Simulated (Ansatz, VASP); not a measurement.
**TiAl in VASP and in Ansatz**

POSCAR

```
TiAl
1.0
    3.1790640000      0.0000000000      0.0000000000
    0.0000000000      3.1790640000      0.0000000000
    0.0000000000      0.0000000000      3.1790640000
Ti Al
1 1
Direct
    0.0000000000      0.0000000000      0.0000000000
    0.5000000000      0.5000000000      0.5000000000
```

The input INCAR.step1:

```
ALGO = Normal ; EDIFF = 1E-4
ENCUT = 520 ; GGA = PE
ISMEAR = -1 ; LASPH = True
LCHARG = False ; LREAL = False
LWAVE = True ; NBANDS = 14
NELM = 80 ; PREC = Accurate
SIGMA = 0.05
```

INCAR.step2

```
ALGO = Normal ; EDIFF = 1E-6
ENCUT = 520 ; ISIF = 2
ISMEAR = -1 ; ISTART = 1
LASPH = True ; LCHARG = False
LMIXTAU = True ; LREAL = False
LWAVE = False ; METAGGA = R2SCAN
NBANDS = 14 ; NELM = 80
PREC = Accurate ; SIGMA = 0.05
```

Contents of KPOINTS:

```
k-points
0
Gamma
  5 5 5
```

File input.yaml:

```yaml
crystal:
  lattice:
    - [3.179064, 0.0, 0.0]
    - [0.0, 3.179064, 0.0]
    - [0.0, 0.0, 3.179064]
  atoms:
    - { symbol: Ti, position: [0.0, 0.0, 0.0] }
    - { symbol: Al, position: [0.5, 0.5, 0.5] }
hamiltonian:
  xc: r2scan
  pseudopotentials: { kind: paw }
kpoints:
  mp_grid: { grid: [5, 5, 5] }
  band_path:
    path:
      - [[0.0, 0.0, 0.0], [0.0, 0.5, 0.0], [0.5, 0.5, 0.0], [0.0, 0.0, 0.0], [0.5, 0.5, 0.5], [0.0, 0.5, 0.0]]
      - [[0.5, 0.5, 0.0], [0.5, 0.5, 0.5]]
    npoints: 14
scf:
  occupations: { method: fermi_dirac, width: 0.05 }
  n_extra_bands: 6
output:
  forces: true
  stress: true
  eigenvalues: true
  fatbands: false
```

Alike in both runs: functional r2SCAN; k mesh 5 × 5 × 5; occupations fermi-dirac, width 0.05 eV; no spin polarisation.

```csv
,VASP,Ansatz
version,VASP 6.6.1,Ansatz 0.2.0
potentials or method,"VASP PAW PBE potentials, release 64 (Ti_sv, Al)",Ansatz PAW
plane-wave cutoff (eV),520,500
valence electrons in the cell,15,15
task,single point,band structure
```

|  | VASP | Ansatz | Ansatz less VASP |
| --- | --- | --- | --- |
| gap on the k mesh at the Fermi level (eV) | none | none | - |
| pressure (GPa) | -0.7 | -0.8 | -0.14 |

VASP's potentials were made for PBE, not for r2SCAN. A gap of «none» marks a metal or a gap that the smearing closes.

The k mesh is coarse, so the values compare programs but aren't converged.
